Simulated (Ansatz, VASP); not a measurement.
Two plane-wave programs on ZnS

```xyz
4
Lattice="3.7674 0.0000 0.0000 -1.8837 3.2627 0.0000 0.0000 0.0000 6.1816" Properties=species:S:1:pos:R:3 pbc="T T T"
Zn    0.0000    2.1751    0.0029
Zn    1.8837    1.0876    3.0937
S     0.0000    2.1751    2.3152
S     1.8837    1.0876    5.4060
```

Change from the starting cell: hydrostatic strain -1.0%.

Alike in both runs: task single point; functional PBE; k mesh 12 × 12 × 4; occupations fermi-dirac, width 0.02 eV; no spin polarisation.

```csv
,VASP,Ansatz
version,VASP 6.6.1,Ansatz 0.2.0
potentials or method,"VASP PAW PBE potentials, release 64 (Zn, S)","plane waves, PAW"
plane-wave cutoff (eV),520,420
valence electrons in the cell,36,36
```

|  | VASP | Ansatz | Ansatz less VASP |
| --- | --- | --- | --- |
| gap on the k mesh at the Fermi level (eV) | 2.36 | 2.35 | -0.007 |
| pressure (GPa) | 5.0 | 4.8 | -0.18 |
| traceless stress, the component that is largest in VASP (GPa) | 0.10 | 0.09 | -0.003 |
